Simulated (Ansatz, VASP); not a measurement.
**YAl3N4: VASP beside Ansatz**

File INCAR:

```
ALGO     = Normal         # electronic algorithm
EDIFF    = 1E-6           # SCF threshold, eV
ENCUT    = 520            # plane-wave cutoff, eV
GGA      = PE             # functional
ISIF     = 2              # what is computed and relaxed
ISMEAR   = 0              # smearing method
LASPH    = T              # aspherical terms in the spheres
LCHARG   = F              # write CHGCAR
LREAL    = F              # projectors in reciprocal space
LWAVE    = F              # write WAVECAR
NBANDS   = 30             # bands
NELM     = 100            # most SCF steps
PREC     = Accurate       # precision mode
SIGMA    = 0.1            # smearing width, eV
```

Contents of KPOINTS:

```
k-points
0
Gamma
  4 4 6
```

The input POSCAR:

```
YAl3N4
1.0
    3.4059072300     -4.8166802000      0.0000000000
    3.4059072300      4.8166802000      0.0000000000
    0.0000000000      0.0000000000      3.4059072300
Y Al N
1 3 4
Direct
    0.5000000000      0.5000000000      0.5000000000
    0.0000000000      0.5000000000      0.0000000000
    0.5000000000      0.0000000000      0.0000000000
    0.0000000000      0.0000000000      0.5000000000
    0.7500000000      0.7500000000      0.0000000000
    0.2500000000      0.2500000000      0.0000000000
    0.7500000000      0.2500000000      0.5000000000
    0.2500000000      0.7500000000      0.5000000000
```

Input for Ansatz:

```yaml
crystal:
  lattice:
    - [3.40590723, -4.8166802, 0.0]
    - [3.40590723, 4.8166802, 0.0]
    - [0.0, 0.0, 3.40590723]
  atoms:
    - { symbol: "Y", position: [0.5, 0.5, 0.5] }
    - { symbol: Al, position: [0.0, 0.5, 0.0] }
    - { symbol: Al, position: [0.5, 0.0, 0.0] }
    - { symbol: Al, position: [0.0, 0.0, 0.5] }
    - { symbol: "N", position: [0.75, 0.75, 0.0] }
    - { symbol: "N", position: [0.25, 0.25, 0.0] }
    - { symbol: "N", position: [0.75, 0.25, 0.5] }
    - { symbol: "N", position: [0.25, 0.75, 0.5] }
basis:
  ecutwfc: 420
kpoints:
  mp_grid: { grid: [4, 4, 6] }
hamiltonian:
  xc: pbe
scf:
  occupations: { method: gaussian, width: 0.1 }
  lower_state_search: "off"
output:
  forces: true
  stress: true
  eigenvalues: true
```

Alike in both runs: task single point; functional PBE; k mesh 4 × 4 × 6; occupations gaussian, width 0.1 eV; no spin polarisation.

|  | VASP | Ansatz |
| --- | --- | --- |
| version | VASP 6.6.1 | Ansatz 0.2.0 |
| potentials or method | VASP PAW PBE potentials, release 64 (Y_sv, Al, N), cutoff 520 eV | scalar-relativistic, plane waves, PAW |
| valence electrons in the cell | 40 | 40 |

Ansatz gave:

* gap on the k mesh at the Fermi level (eV): none
* rms of the force components (eV/Å): 0.604

Q: Estimate VASP's values.

A: gap on the k mesh at the Fermi level (eV): none; rms of the force components (eV/Å): 0.603.

Atom by atom the forces differ by 0.001 eV/Å (rms over components). A gap of «none» marks a metal or a gap that the smearing closes. The functional is the same, so the differences come from potentials, cutoffs and numerics.
